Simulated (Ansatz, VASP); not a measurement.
## One calculation of SiC, two programs

INCAR

```
ALGO     = Normal         # electronic algorithm
EDIFF    = 1E-6           # SCF threshold, eV
ENCUT    = 600            # plane-wave cutoff, eV
GGA      = PS             # functional
GGA_COMPAT= F            
ISIF     = 2              # what is computed and relaxed
ISMEAR   = 0              # smearing method
LASPH    = T              # aspherical terms in the spheres
LCHARG   = T              # write CHGCAR
LELF     = T              # ELF
LREAL    = F              # projectors in reciprocal space
LVHAR    = T            
LWAVE    = F              # write WAVECAR
NBANDS   = 11             # bands
NELM     = 120            # most SCF steps
PREC     = Accurate       # precision mode
SIGMA    = 0.05           # smearing width, eV
```

KPOINTS

```
k-points
0
Gamma
  16 16 16
```

Contents of POSCAR:

```
SiC
1.0
    0.0000000000      1.8907001279      1.8907001279
    1.8907001279      0.0000000000      1.8907001279
    1.8907001279      1.8907001279      0.0000000000
Si C
1 1
Direct
    0.0000000000      0.0000000000      0.0000000000
    0.5000000000      0.5000000000      0.5000000000
```

Input for Ansatz:

```yaml
crystal:
  lattice:
    - [0.0, 1.8907001279, 1.8907001279]
    - [1.8907001279, 0.0, 1.8907001279]
    - [1.8907001279, 1.8907001279, 0.0]
  atoms:
    - { symbol: Si, position: [0.0, 0.0, 0.0] }
    - { symbol: C, position: [0.5, 0.5, 0.5] }
scf:
  occupations: { method: gaussian, width: 0.05 }
output:
  forces: true
  stress: true
  eigenvalues: true
hamiltonian:
  xc: pbesol
basis:
  ecutwfc: 560
kpoints:
  mp_grid: { grid: [16, 16, 16] }
```

Alike in both runs: task single point; functional PBEsol; k mesh 16 × 16 × 16; occupations gaussian, width 0.05 eV; no spin polarisation.

```csv
,VASP,Ansatz
version,VASP 6.6.1,Ansatz 0.2.0
potentials or method,"VASP PAW PBE potentials, release 64 (Si, C), cutoff 600 eV","scalar-relativistic, plane waves, PAW"
valence electrons in the cell,8,8
```

|  | VASP | Ansatz | Ansatz less VASP |
| --- | --- | --- | --- |
| gap on the k mesh at the Fermi level (eV) | 0.55 | 0.55 | +0.001 |
| least direct gap on the mesh (eV) | 5.76 | 5.75 | -0.006 |

VASP's potentials were made for PBE, not for PBEsol. The functional is the same, so the differences come from potentials, cutoffs and numerics.
